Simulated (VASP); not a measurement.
PbSe:

```
CELL_PARAMETERS angstrom
0.00000 3.06065 3.06065
3.06065 0.00000 3.06065
3.06065 3.06065 0.00000
ATOMIC_POSITIONS crystal
Pb 0.00000 0.00000 0.00000
Se 0.50000 0.50000 0.50000
```

| Property | Result |
| --- | --- |
| Program | VASP 6.6.1 |
| Task | relaxation of cell and atoms |
| Functional | RPBE |
| Potentials or basis | VASP PAW PBE potentials, release 64 (Pb_d, Se) |
| Cutoff | 500 eV |
| k mesh | 6 × 6 × 6 |
| Occupations | gaussian, width 0.01 eV |
| Spin | no spin polarisation |

At the start: pressure 4.2 GPa; volume 28.67 Å³/atom.

Question: How do energy, volume and symmetry change on relaxing?

Answer: Over 3 steps the energy falls by 30.3 meV/atom and the volume is 31.17 Å³/atom (+8.7 %); space group Fm-3m (No. 225, to 0.1 Å) before and after.

The path:
```
step  energy change (eV)  largest force (eV/Å)  pressure (GPa)  volume (Å³)
   1              0.0000                0.0000            4.18        57.34
   2             -0.0565                0.0000           -0.88        63.78
   3             -0.0605                0.0000            0.01        62.34
```

Final structure:
```yaml
crystal:
  lattice:
    - [0.00000, 3.14705, 3.14705]
    - [3.14705, 0.00000, 3.14705]
    - [3.14705, 3.14705, 0.00000]
  atoms:
    - { symbol: Pb, position: [0.00000, 0.00000, 0.00000] }
    - { symbol: Se, position: [0.50000, 0.50000, 0.50000] }
```

Caveat: the PAW data sets were made with another functional, which shifts forces and pressure a little.
